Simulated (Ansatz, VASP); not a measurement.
MnS in VASP and in Ansatz

```
CELL_PARAMETERS angstrom
0.00000 2.80611 2.80611
2.80611 0.00000 2.80611
2.80611 2.80611 0.00000
ATOMIC_POSITIONS crystal
Mn 0.00000 0.00000 0.00000
S 0.75000 0.75000 0.75000
```

Alike in both runs: task single point; functional PBEsol; k mesh 16 × 16 × 16; occupations gaussian, width 0.15 eV; no spin polarisation.

|  | VASP | Ansatz |
| --- | --- | --- |
| version | VASP 6.6.1 | Ansatz 0.2.0 |
| potentials or method | VASP PAW PBE potentials, release 64 (Mn_pv, S), cutoff 520 eV | scalar-relativistic, plane waves, PAW |
| valence electrons in the cell | 19 | 21 |

Ansatz gave:

| Item | Value |
| --- | --- |
| gap on the k mesh at the Fermi level (eV) | none |
| pressure (GPa) | -24.3 |

Q: What did VASP give for the same quantities?

A: gap on the k mesh at the Fermi level (eV): none; pressure (GPa): -24.1.

VASP's potentials were made for PBE, not for PBEsol. A gap of «none» marks a metal or a gap that the smearing closes. VASP's potentials hold 19 valence electrons a cell and Ansatz's 21, so a difference there can come from the potentials and not from the codes.
